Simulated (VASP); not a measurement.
# Mg3CdS2 (P-6m2) in VASP: a series of runs, part 2 of 3

VASP 6.6.1.

**3. Relaxation of cell and atoms, PBE**

INCAR

```
SYSTEM = Mg3CdS2
  PREC = Accurate
  ENCUT = 600
  EDIFF = 1E-6
  ISMEAR = 0
  SIGMA = 0.1
  LREAL = .False.
  LASPH = .True.
  NELM = 60
  ALGO = Normal
  ISIF = 3
  LWAVE = .False.
  LCHARG = .False.
  GGA = PE
  IBRION = 2
  NSW = 90
  EDIFFG = -0.04
```

KPOINTS

```
regular mesh
0
Gamma
  6 6 4
  0 0 0
```

POSCAR

```
Mg3CdS2
1.0
    4.4915326500      0.0000000000      0.0000000000
   -2.2457663300      3.8897813800      0.0000000000
    0.0000000000      0.0000000000      6.8343969400
Mg Cd S
3 1 2
Direct
    0.8166432900      0.1833567100      0.5000000000
    0.8166432900      0.6332865800      0.5000000000
    0.3667134200      0.1833567100      0.5000000000
    0.0000000000      0.0000000000      0.0000000000
    0.0000000000      0.0000000000      0.6742776000
    0.0000000000      0.0000000000      0.3257224000
```

Potentials or basis: VASP PAW PBE potentials, release 64 (Mg, Cd, S).

Started as:

```
$ cat potpaw_PBE.64/Mg/POTCAR potpaw_PBE.64/Cd/POTCAR potpaw_PBE.64/S/POTCAR > POTCAR
$ mpirun -np 1 vasp_std > vasp.out
```

OUTCAR:

```text
SYSTEM = Mg3CdS2
   PREC = Accurate
   ENCUT = 600
   EDIFF = 1E-6
   ISMEAR = 0
   LREAL = .False.
   LASPH = .True.
   NELM = 60
   ISIF = 3
   GGA = PE
   IBRION = 2
   NSW = 90
   EDIFFG = -0.04

 ion  position               nearest neighbor table
   1  0.817  0.183  0.500-   5 1.86   6 1.86   3 2.02   2 2.02   3 2.47   2 2.47   4 3.70   4 3.70

   2  0.817  0.633  0.500-   5 1.86   6 1.86   3 2.02   1 2.02   3 2.47   1 2.47   4 3.70   4 3.70

   3  0.367  0.183  0.500-   5 1.86   6 1.86   1 2.02   2 2.02   1 2.47   2 2.47   4 3.70   4 3.70

   4  0.000  0.000  0.000-   5 2.23   6 2.23   3 3.70   3 3.70   1 3.70   1 3.70   2 3.70   2 3.70

   5  0.000  0.000  0.674-   3 1.86   1 1.86   2 1.86   4 2.23   6 2.38
   6  0.000  0.000  0.326-   3 1.86   1 1.86   2 1.86   4 2.23   5 2.38

  LATTYP: Found a hexagonal cell.
 ALAT       =     4.4915326500
 C/A-ratio  =     1.5216180027

  Lattice vectors:

 A1 = (   4.4915326500,   0.0000000000,   0.0000000000)
 A2 = (  -2.2457663300,   3.8897813800,   0.0000000000)
 A3 = (   0.0000000000,   0.0000000000,   6.8343969400)

Analysis of symmetry for initial positions (statically):
=====================================================================
 Subroutine PRICEL returns:
 Original cell was already a primitive cell.

 Routine SETGRP: Setting up the symmetry group for a
 hexagonal supercell.

 Subroutine GETGRP returns: Found 12 space group operations
 (whereof 12 operations were pure point group operations)
 out of a pool of 24 trial point group operations.

The static configuration has the point symmetry D_3h.

Analysis of symmetry for dynamics (positions and initial velocities):
=====================================================================
 Subroutine PRICEL returns:
 Original cell was already a primitive cell.

 Routine SETGRP: Setting up the symmetry group for a
 hexagonal supercell.

 Subroutine GETGRP returns: Found 12 space group operations
 (whereof 12 operations were pure point group operations)
 out of a pool of 24 trial point group operations.

The dynamic configuration has the point symmetry D_3h.

 Subroutine INISYM returns: Found 12 space group operations
 (whereof 12 operations are pure point group operations),
 and found     1 'primitive' translations

----------------------------------------------------------------------------------------

                                     Primitive cell

  volume of cell :     119.4043

  direct lattice vectors                    reciprocal lattice vectors
     4.491532650  0.000000000  0.000000000     0.222641151  0.128541929  0.000000000
    -2.245766330  3.889781380  0.000000000     0.000000000  0.257083857  0.000000000
     0.000000000  0.000000000  6.834396940     0.000000000  0.000000000  0.146318689

  length of vectors
     4.491532650  4.491532655  6.834396940     0.257083857  0.257083857  0.146318689

  position of ions in fractional coordinates (direct lattice)
     0.816643290  0.183356710  0.500000000
     0.816643290  0.633286580  0.500000000
     0.366713420  0.183356710  0.500000000
     0.000000000  0.000000000  0.000000000
     0.000000000  0.000000000  0.674277600
     0.000000000  0.000000000  0.325722400

  ion indices of the primitive-cell ions
   primitive index   ion index
                 1           1
                 2           2
                 3           3
                 4           4
                 5           5
                 6           6

[... 28 lines left out ...]
  0.000000  0.000000  0.000000      1.000000
  0.166667  0.000000  0.000000      6.000000
  0.333333  0.000000  0.000000      6.000000
  0.500000  0.000000  0.000000      3.000000
  0.166667  0.166667  0.000000      6.000000
  0.333333  0.166667  0.000000     12.000000
[... 13 lines left out ...]
  0.333333  0.166667  0.500000     12.000000
  0.333333  0.333333  0.500000      2.000000
   k-points           NKPTS =     21   k-points in BZ     NKDIM =     21   number of bands    NBANDS=     19
   number of dos      NEDOS =    301   number of ions     NIONS =      6
   total plane-waves  NPLWV =  72576
   dimension x,y,z NGX =    36 NGY =   36 NGZ =   56
   dimension x,y,z NGXF=    72 NGYF=   72 NGZF=  112
   ions per type =               3   1   2
   NGX,Y,Z   is equivalent  to a cutoff of  13.32, 13.32, 13.62 a.u.
   NGXF,Y,Z  is equivalent  to a cutoff of  26.65, 26.65, 27.24 a.u.
 SYSTEM =  Mg3CdS2
   PREC   = accura    normal or accurate (medium, high low for compatibility)
   ISTART =      0    job   : 0-new  1-cont  2-samecut
   ICHARG =      2    charge: 1-file 2-atom 10-const
   ISPIN  =      1    spin polarized calculation?
   LNONCOLLINEAR =      F non collinear calculations
   LSORBIT =      F    spin-orbit coupling
   LASPH  =      T    aspherical Exc in radial PAW
   ENCUT  =  600.0 eV  44.10 Ry    6.64 a.u.   8.97  8.97 13.65*2*pi/ulx,y,z
   NELM   =     60;   NELMIN=  2; NELMDL= -5     # of ELM steps
   EDIFF  = 0.1E-05   stopping-criterion for ELM
   LREAL  =      F    real-space projection
   EDIFFG = -.4E-01   stopping-criterion for IOM
   NSW    =     90    number of steps for IOM
   IBRION =      2    ionic relax: 0-MD 1-quasi-New 2-CG
   NFREE  =      1    steps in history (QN), initial steepest desc. (CG)
   ISIF   =      3    stress and relaxation
   ISYM   =      2    0-nonsym 1-usesym 2-fastsym
   POTIM  = 0.5000    time-step for ionic-motion
   TEBEG  =    0.0;   TEEND  =   0.0 temperature during run
   PSTRESS=    0.0 pullay stress
   NELECT =      30.0000    total number of electrons
   NUPDOWN=      -1.0000    fix difference up-down
   EMIN   =  10.00;   EMAX   =-10.00  energy-range for DOS
   EFERMI =   0.00;   METHOD = LEGACY
   ISMEAR =     0;   SIGMA  =   0.10  broadening in eV -4-tet -1-fermi 0-gaus
   EFERMI_NEDOS =   21; number of points for ismear=-14 and -15
   IALGO  =     38    algorithm
   IMIX   =      4    mixing-type and parameters
     AMIX     =   0.40;   BMIX     =  1.00
     AMIX_MAG =   1.60;   BMIX_MAG =  1.00
  volume/ion in A,a.u.               =      19.90       134.30
  Fermi-wavevector in a.u.,A,eV,Ry     =   1.033020  1.952124 14.519181  1.067130
  Thomas-Fermi vector in A             =   2.167246
   LORBIT       =      0    0 simple, 1 ext, 2 COOP (PROOUT), +10 PAW based schemes
   GGA     = PE    functional components
   LHFCALC =     F    Hartree Fock is set to
   AEXX    =    0.0000 exact exchange contribution
   IVDW    =     0    specifies the selected vdW correction
   LEPSILON=     F    determine dielectric tensor
   LRPA    =     F    only Hartree local field effects (RPA)
 conjugate gradient relaxation of ions
 non-spin polarized calculation
 Gauss-broadening in eV      SIGMA  =   0.10
  energy-cutoff  :      600.00
  volume of cell :      119.40
 maximum number of plane-waves:      4014
 NGX is ok and might be reduce to    36
   NGX = 17   NGY = 17   NGZ = 27

--------------------------------------- Ionic step        1  -------------------------------------------

 number of electron      29.9999997 magnetization

 Free energy of the ion-electron system (eV)
  ---------------------------------------------------
  ext. energy  EPLUGINS =         0.00000000
  ---------------------------------------------------
  free energy    TOTEN  =         8.41433971 eV

  energy without entropy =        8.43146301  energy(sigma->0) =        8.42290136

 E-fermi :   4.6951     XC(G=0):  -8.8408

 val. band max:        4.6780682144   @ k =   0.3333   0.3333   0.0000
 cond. band min:       4.7061326502   @ k =   0.1667   0.0000   0.0000
 fundamental gap:      0.0280644358
 Fermi energy:         4.6950601444

 k-point     1 :       0.0000    0.0000    0.0000
  band No.  band energies     occupation
      1     -13.2306      2.00000
      2     -10.3076      2.00000
      3      -7.3035      2.00000
      4      -5.8876      2.00000
      5      -5.8876      2.00000
      6      -5.5332      2.00000
[... 564 lines left out ...]
  FREE ENERGIE OF THE ION-ELECTRON SYSTEM (eV)
  ---------------------------------------------------
  free  energy   TOTEN  =        -1.6580524953 eV

  energy  without entropy=       -1.6125561755  energy(sigma->0) =       -1.63530434

[... ionic steps 4 to 33 ...]

--------------------------------------- Ionic step       34  -------------------------------------------

 number of electron      30.0000006 magnetization

------------------------ aborting loop because EDIFF is reached ----------------------------------------
[... 75 lines left out ...]
--------------------------------------- Ionic step       36  -------------------------------------------

 number of electron      30.0000000 magnetization

 Free energy of the ion-electron system (eV)
  ---------------------------------------------------
  ext. energy  EPLUGINS =         0.00000000
  ---------------------------------------------------
  free energy    TOTEN  =       -14.80023880 eV

  energy without entropy =      -14.79886196  energy(sigma->0) =      -14.79955038

 E-fermi :  -1.3977     XC(G=0):  -5.1254

 val. band max:       -1.5233294537   @ k =   0.3333   0.3333   0.5000
 cond. band min:      -1.2739888023   @ k =   0.5000   0.0000   0.5000
 fundamental gap:      0.2493406514
 Fermi energy:        -1.3977190944

 k-point     1 :       0.0000    0.0000    0.0000
  band No.  band energies     occupation
      1     -13.9970      2.00000
      2     -13.4102      2.00000
      3      -8.1650      2.00000
      4      -8.1650      2.00000
      5      -8.1418      2.00000
      6      -8.1393      2.00000
[... 484 lines left out ...]
  FREE ENERGIE OF THE ION-ELECTRON SYSTEM (eV)
  ---------------------------------------------------
  free  energy   TOTEN  =       -14.8002387976 eV

  energy  without entropy=      -14.7988619623  energy(sigma->0) =      -14.79955038

 reached required accuracy - stopping structural energy minimisation
```

Run time: 50 min. Hardware: 1 thread of Intel Xeon 8259CL, shared host; peak memory 0.31 GiB.

What came out:

```
Free energy                           : -14.8002 eV
Relaxed volume                        : 56.39 Å³/atom
Relaxed cell                          : a = 6.065 Å, b = 6.065 Å, c = 10.620 Å, α = 90.00°, β = 90.00°, γ = 120.00°
Space group after relaxing (to 0.1 Å) : P-6m2 (No. 187)
Pressure after relaxing               : 0.0 GPa
Largest force after relaxing          : 0.035 eV/Å
Band gap on the k mesh                : 0.25 eV (least direct gap 0.28 eV)
```

Forces in eV/Å, atoms in the order of the input:
```
Mg   0.002 -0.001  0.000
Mg   0.000  0.003  0.000
Mg  -0.002 -0.001  0.000
Cd   0.000  0.000  0.000
S    0.000  0.000  0.035
S    0.000  0.000 -0.035
```

Final structure:
```cif
data_structure
_symmetry_space_group_name_H-M 'P 1'
_symmetry_Int_Tables_number 1
_cell_length_a 6.0649
_cell_length_b 6.0649
_cell_length_c 10.6205
_cell_angle_alpha 90.000
_cell_angle_beta 90.000
_cell_angle_gamma 120.000
_cell_volume 338.32
loop_
_atom_site_label
_atom_site_type_symbol
_atom_site_fract_x
_atom_site_fract_y
_atom_site_fract_z
_atom_site_occupancy
Mg1 Mg 0.83680 0.16320 0.50000 1
Mg2 Mg 0.83680 0.67359 0.50000 1
Mg3 Mg 0.32641 0.16320 0.50000 1
Cd1 Cd 0.00000 0.00000 0.00000 1
S1 S 0.00000 0.00000 0.66392 1
S2 S 0.00000 0.00000 0.33608 1
```

Levels at points of the mesh, in eV from the valence-band top:
| k point | band 12 | band 13 | band 14 | band 15 | band 16 | band 17 | band 18 | band 19 |
| --- | --- | --- | --- | --- | --- | --- | --- | --- |
| (0.00, 0.00, 0.00) | -2.33 | -2.33 | -1.75 | -0.60 | 1.11 | 1.11 | 1.79 | 2.60 |
| (0.50, 0.00, 0.00) | -2.37 | -1.74 | -1.60 | -0.42 | 0.29 | 1.76 | 2.80 | 2.92 |
| (0.00, 0.00, 0.50) | -2.33 | -2.33 | -2.01 | -0.25 | 1.11 | 1.11 | 1.88 | 2.50 |
| (0.50, 0.00, 0.50) | -2.38 | -1.95 | -1.59 | -0.03 | 0.25 | 1.77 | 2.76 | 3.13 |

Caveat: the volume moved by over 15 % at a fixed basis, so the end points are rough. A k mesh can miss the band edges.

[end of part 2 of 3]
